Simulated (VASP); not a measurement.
# BaTiO3 (P4mm) in VASP: further runs, part 2 of 2

VASP 6.6.1. The steps go on from the part before.

## 3. Single point, PBE+U

The input, INCAR:

```
PREC = Accurate
ENCUT = 520
EDIFF = 1E-6
ISMEAR = 0
SIGMA = 0.05
LREAL = F
LASPH = T
NELM = 150
ALGO = Normal
ISIF = 2
LWAVE = F
LCHARG = T
LMAXMIX = 4
LDAU = T
LDAUTYPE = 2
LDAUL = -1 2 -1
LDAUU = 0 4 0
LDAUJ = 0 0 0
LDAUPRINT = 1
GGA = PE
LELF = T
LVHAR = T
NBANDS = 28
```

The input, KPOINTS:

```
regular mesh
0
Gamma
  8 8 8
```

The input, POSCAR:

```
BaTiO3
1.0
    4.0961333662      0.0000000000      0.0000000000
    0.0000000000      4.0961333662      0.0000000000
    0.0000000000      0.0000000000      4.0961333662
Ba Ti O
1 1 3
Direct
    0.5003431908      0.5000000000      0.5000000000
    0.0127016912      0.0000000000      0.0000000000
    0.4793489537      0.0000000000      0.0000000000
   -0.0101482944      0.5000000000      0.0000000000
   -0.0101482944      0.0000000000      0.5000000000
```

Potentials or basis: VASP PAW PBE potentials, release 64 (Ba_sv, Ti_sv, O).

Command:

```sh
$ cat potpaw_PBE.64/Ba_sv/POTCAR potpaw_PBE.64/Ti_sv/POTCAR potpaw_PBE.64/O/POTCAR > POTCAR
$ mpirun -np 1 vasp_std > vasp.out
```

OUTCAR:

```text
PREC = Accurate
   ENCUT = 520
   EDIFF = 1E-6
   ISMEAR = 0
   LREAL = F
   LASPH = T
   NELM = 150
   ISIF = 2
   GGA = PE

 ion  position               nearest neighbor table
   1  0.500  0.500  0.500-   4 2.87   5 2.87   4 2.87   5 2.87   3 2.90   3 2.90   3 2.90   3 2.90
                             4 2.93   5 2.93   4 2.93   5 2.93   2 3.52   2 3.52   2 3.52   2 3.52
   2  0.013  0.000  0.000-   3 1.91   4 2.05   5 2.05   5 2.05   4 2.05   3 2.18   1 3.52   1 3.52
                             1 3.52   1 3.52   1 3.58   1 3.58   1 3.58   1 3.58
   3  0.479  0.000  0.000-   2 1.91   2 2.18   1 2.90   1 2.90   1 2.90   1 2.90
   4  0.990  0.500  0.000-   2 2.05   2 2.05   1 2.87   1 2.87   1 2.93   1 2.93
   5  0.990  0.000  0.500-   2 2.05   2 2.05   1 2.87   1 2.87   1 2.93   1 2.93

  LATTYP: Found a simple cubic cell.
 ALAT       =     4.0961333662

  Lattice vectors:

 A1 = (   4.0961333662,   0.0000000000,   0.0000000000)
 A2 = (   0.0000000000,   4.0961333662,   0.0000000000)
 A3 = (   0.0000000000,   0.0000000000,   4.0961333662)

Analysis of symmetry for initial positions (statically):
=====================================================================
 Subroutine PRICEL returns:
 Original cell was already a primitive cell.

 Routine SETGRP: Setting up the symmetry group for a
 simple cubic supercell.

 Subroutine GETGRP returns: Found  8 space group operations
 (whereof  8 operations were pure point group operations)
 out of a pool of 48 trial point group operations.

The static configuration has the point symmetry C_4v.

Analysis of symmetry for dynamics (positions and initial velocities):
=====================================================================
 Subroutine PRICEL returns:
 Original cell was already a primitive cell.

 Routine SETGRP: Setting up the symmetry group for a
 simple cubic supercell.

 Subroutine GETGRP returns: Found  8 space group operations
 (whereof  8 operations were pure point group operations)
 out of a pool of 48 trial point group operations.

The dynamic configuration has the point symmetry C_4v.

 Subroutine INISYM returns: Found  8 space group operations
 (whereof  8 operations are pure point group operations),
 and found     1 'primitive' translations

----------------------------------------------------------------------------------------

                                     Primitive cell

  volume of cell :      68.7262

  direct lattice vectors                    reciprocal lattice vectors
     4.096133366  0.000000000  0.000000000     0.244132676  0.000000000  0.000000000
     0.000000000  4.096133366  0.000000000     0.000000000  0.244132676  0.000000000
     0.000000000  0.000000000  4.096133366     0.000000000  0.000000000  0.244132676

  length of vectors
     4.096133366  4.096133366  4.096133366     0.244132676  0.244132676  0.244132676

  position of ions in fractional coordinates (direct lattice)
[... 106 lines left out ...]
  volume/ion in A,a.u.               =      13.75        92.76
  Fermi-wavevector in a.u.,A,eV,Ry     =   1.366850  2.582971 25.419464  1.868278
  Thomas-Fermi vector in A             =   2.492954
   LORBIT       =      0    0 simple, 1 ext, 2 COOP (PROOUT), +10 PAW based schemes
 LDA+U is selected, type is set to LDAUTYPE =  2
   angular momentum for each species LDAUL =    -1    2   -1
   U (eV)           for each species LDAUU =   0.0  4.0  0.0
   J (eV)           for each species LDAUJ =   0.0  0.0  0.0
   GGA     = PE    functional components
   LHFCALC =     F    Hartree Fock is set to
   AEXX    =    0.0000 exact exchange contribution
   IVDW    =     0    specifies the selected vdW correction
   LEPSILON=     F    determine dielectric tensor
   LRPA    =     F    only Hartree local field effects (RPA)
 non-spin polarized calculation
 Gauss-broadening in eV      SIGMA  =   0.05
  energy-cutoff  :      520.00
  volume of cell :       68.73
 maximum number of plane-waves:      1863
   NGX = 15   NGY = 15   NGZ = 15

atom =   2  type =  2  l = 2

 onsite density matrix

spin component  1

  0.1065 -0.0000 -0.0000 -0.0000 -0.0000
 -0.0000  0.0988  0.0000  0.0000  0.0000
 -0.0000  0.0000  0.2247 -0.0000 -0.0059
 -0.0000  0.0000 -0.0000  0.1065 -0.0000
 -0.0000  0.0000 -0.0059 -0.0000  0.2314

spin component  2

  0.1065 -0.0000 -0.0000 -0.0000 -0.0000
 -0.0000  0.0988  0.0000  0.0000  0.0000
 -0.0000  0.0000  0.2247 -0.0000 -0.0059
 -0.0000  0.0000 -0.0000  0.1065 -0.0000
 -0.0000  0.0000 -0.0059 -0.0000  0.2314

 occupancies and eigenvectors

  o =  0.0988  v =  0.0000 -1.0000 -0.0000  0.0000  0.0000  0.0000  0.0000  0.0000  0.0000  0.0000      0.0000  0.0000  0.0000  0.0000  0.0000  0.0000  0.0000  0.0000  0.0000  0.0000
  o =  0.0988  v =  0.0000  0.0000  0.0000  0.0000  0.0000  0.0000 -1.0000 -0.0000  0.0000  0.0000      0.0000  0.0000  0.0000  0.0000  0.0000  0.0000  0.0000  0.0000  0.0000  0.0000
  o =  0.1065  v =  0.0000  0.0000  0.0000  0.0000  0.0000  1.0000  0.0000  0.0000  0.0000  0.0000      0.0000  0.0000  0.0000  0.0000  0.0000  0.0000  0.0000  0.0000  0.0000  0.0000
  o =  0.1065  v =  1.0000  0.0000  0.0000  0.0000  0.0000  0.0000  0.0000  0.0000  0.0000  0.0000      0.0000  0.0000  0.0000  0.0000  0.0000  0.0000  0.0000  0.0000  0.0000  0.0000
  o =  0.1065  v =  0.0000 -0.0000  0.0000 -1.0000  0.0000  0.0000  0.0000  0.0000  0.0000  0.0000      0.0000  0.0000  0.0000  0.0000  0.0000  0.0000  0.0000  0.0000  0.0000  0.0000
  o =  0.1065  v =  0.0000  0.0000  0.0000  0.0000  0.0000  0.0000 -0.0000  0.0000 -1.0000  0.0000      0.0000  0.0000  0.0000  0.0000  0.0000  0.0000  0.0000  0.0000  0.0000  0.0000
  o =  0.2213  v =  0.0000  0.0000 -0.8660 -0.0000 -0.5000  0.0000  0.0000  0.0000  0.0000  0.0000      0.0000  0.0000  0.0000  0.0000  0.0000  0.0000  0.0000  0.0000  0.0000  0.0000
  o =  0.2213  v =  0.0000  0.0000  0.0000  0.0000  0.0000  0.0000  0.0000 -0.8660 -0.0000 -0.5000      0.0000  0.0000  0.0000  0.0000  0.0000  0.0000  0.0000  0.0000  0.0000  0.0000
  o =  0.2348  v =  0.0000  0.0000  0.0000  0.0000  0.0000  0.0000  0.0000 -0.5000 -0.0000  0.8660      0.0000  0.0000  0.0000  0.0000  0.0000  0.0000  0.0000  0.0000  0.0000  0.0000
  o =  0.2348  v =  0.0000  0.0000 -0.5000 -0.0000  0.8660  0.0000  0.0000  0.0000  0.0000  0.0000      0.0000  0.0000  0.0000  0.0000  0.0000  0.0000  0.0000  0.0000  0.0000  0.0000

 number of electron      40.0000002 magnetization

 Free energy of the ion-electron system (eV)
  ---------------------------------------------------
  ext. energy  EPLUGINS =         0.00000000
  ---------------------------------------------------
  free energy    TOTEN  =       -37.32440092 eV

  energy without entropy =      -37.32440092  energy(sigma->0) =      -37.32440092

 E-fermi :   3.8607     XC(G=0): -10.9007

 val. band max:        3.4916884939   @ k =   0.5000   0.5000   0.5000
 cond. band min:       5.5888703966   @ k =   0.0000   0.0000   0.0000
 fundamental gap:      2.0971819027
 Fermi energy:         3.8606997107

 k-point     1 :       0.0000    0.0000    0.0000
  band No.  band energies     occupation
      1     -54.5016      2.00000
      2     -30.6609      2.00000
      3     -30.6325      2.00000
      4     -30.6325      2.00000
      5     -21.5585      2.00000
      6     -13.3379      2.00000
[... 733 lines left out ...]
     27      11.2803      0.00000
     28      11.5525      0.00000

 [... further k-points ...]

------------------------ aborting loop because EDIFF is reached ----------------------------------------

  FORCE on cell =-STRESS in cart. coord.  units (eV):
  Direction    XX          YY          ZZ          XY          YZ          ZX
  --------------------------------------------------------------------------------------
  -------------------------------------------------------------------------------------
  Total       -0.7346248     -1.7202964     -1.7202964      0.0000000      0.0000000      0.0000000
  in kB      -17.1259207    -40.1043602    -40.1043602      0.0000000      0.0000000      0.0000000
  external PRESSURE =     -32.4448804 kB  Pullay stress =       0.0000000 kB

 VOLUME and BASIS-vectors are now :
 -----------------------------------------------------------------------------
  energy-cutoff  :      520.00
  volume of cell :       68.73
      direct lattice vectors                 reciprocal lattice vectors
     4.096133366  0.000000000  0.000000000     0.244132676  0.000000000  0.000000000
     0.000000000  4.096133366  0.000000000     0.000000000  0.244132676  0.000000000
     0.000000000  0.000000000  4.096133366     0.000000000  0.000000000  0.244132676

 POSITION                                       TOTAL-FORCE (eV/Angst)
 -----------------------------------------------------------------------------------
      2.04947      2.04807      2.04807         0.030367     -0.000000     -0.000000
      0.05203      0.00000      0.00000        -0.144094      0.000000      0.000000
      1.96348      0.00000      0.00000         0.159981      0.000000      0.000000
      4.05456      2.04807      0.00000        -0.023127      0.000000      0.000000
      4.05456      0.00000      2.04807        -0.023127      0.000000     -0.000000
 -----------------------------------------------------------------------------------
    total drift:                                0.000294     -0.000000     -0.000000

  FREE ENERGIE OF THE ION-ELECTRON SYSTEM (eV)
  ---------------------------------------------------
  free  energy   TOTEN  =       -37.3244009242 eV

  energy  without entropy=      -37.3244009242  energy(sigma->0) =      -37.32440092
```

OSZICAR:

```text
N       E                     dE             d eps       ncg     rms          rms(c)
DAV:   1     0.429096068944E+03    0.42910E+03   -0.20108E+04  4200   0.151E+03
DAV:   2    -0.783335825067E+01   -0.43693E+03   -0.41697E+03  4924   0.412E+02
DAV:   3    -0.475073681738E+02   -0.39674E+02   -0.39342E+02  5008   0.132E+02
DAV:   4    -0.495035640406E+02   -0.19962E+01   -0.19918E+01  6692   0.256E+01
DAV:   5    -0.495380015497E+02   -0.34438E-01   -0.34426E-01  5492   0.328E+00    0.222E+01
DAV:   6    -0.372919504423E+02    0.12246E+02   -0.59516E+01  6232   0.648E+01    0.876E+00
DAV:   7    -0.374068586627E+02   -0.11491E+00   -0.77089E+00  5528   0.165E+01    0.521E+00
DAV:   8    -0.373369323931E+02    0.69926E-01   -0.13004E+00  5168   0.969E+00    0.237E+00
DAV:   9    -0.373316315012E+02    0.53009E-02   -0.20936E-01  5204   0.357E+00    0.106E+00
DAV:  10    -0.373413813038E+02   -0.97498E-02   -0.11325E-01  4804   0.204E+00    0.108E+00
DAV:  11    -0.373267213116E+02    0.14660E-01   -0.99707E-02  5508   0.273E+00    0.381E-01
DAV:  12    -0.373245332015E+02    0.21881E-02   -0.60251E-03  5136   0.738E-01    0.115E-01
DAV:  13    -0.373244059704E+02    0.12723E-03   -0.19545E-03  5776   0.306E-01    0.560E-02
DAV:  14    -0.373244067383E+02   -0.76789E-06   -0.19930E-04  5208   0.115E-01    0.274E-02
DAV:  15    -0.373244050610E+02    0.16773E-05   -0.25939E-05  4884   0.499E-02    0.189E-02
DAV:  16    -0.373244005782E+02    0.44828E-05   -0.21782E-05  4816   0.250E-02    0.268E-03
DAV:  17    -0.373244009242E+02   -0.34596E-06   -0.16407E-06  3532   0.120E-02
   1 F= -.37324401E+02 E0= -.37324401E+02  d E =-.128002E-27
```

It took 1.9 min on 1 thread of Intel Xeon 6975P-C, shared host; peak memory 0.27 GiB.

Results:

- Free energy: -37.3244 eV
- Pressure: -3.2 GPa
- Largest force: 0.160 eV/Å
- Band gap on the k mesh: 2.10 eV, indirect (least direct gap 2.45 eV)

Forces in eV/Å, atoms in the order of the input:
```
Ba   0.030  0.000  0.000
Ti  -0.144  0.000  0.000
O    0.160  0.000  0.000
O   -0.023  0.000  0.000
O   -0.023  0.000  0.000
```

Eigenvalues of the final occupation matrices:
| site | spin | trace | eigenvalues |
| --- | --- | --- | --- |
| site 2 d | 1 | 0.77 | 0.10 0.11 0.11 0.22 0.23 |
| site 2 d | 2 | 0.77 | 0.10 0.11 0.11 0.22 0.23 |

Caveat: spin-orbit coupling is left out, which moves the levels of the heavy elements. A k mesh can miss the band edges.
